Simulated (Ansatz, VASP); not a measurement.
# Ru in VASP and in Ansatz

```
Ru
1.0
     2.62463    0.00000    0.00000
    -1.31231    2.27299    0.00000
     0.00000    0.00000    4.28190
Ru
2
Direct
  0.33333 0.66667 0.25000
  0.66667 0.33333 0.75000
```

Change from the starting cell: equal xx and yy strain of -3 %.

Alike in both runs: task single point; functional PBEsol; k mesh 14 × 14 × 8; occupations fermi-dirac, width 0.03 eV; no spin polarisation.

|  | VASP | Ansatz |
| --- | --- | --- |
| version | VASP 6.6.1 | Ansatz 0.2.0 |
| potentials or method | VASP PAW PBE potentials, release 64 (Ru_pv), cutoff 520 eV | all-electron LAPW, scalar-relativistic |

```csv
,VASP,Ansatz,Ansatz less VASP
pressure (GPa),16.2,16.2,-0.08
"traceless stress, the component that is largest in VASP (GPa)",-12.51,-12.56,-0.052
```

VASP's potentials were made for PBE, not for PBEsol. Ansatz ran all-electron here, and VASP with PAW potentials.
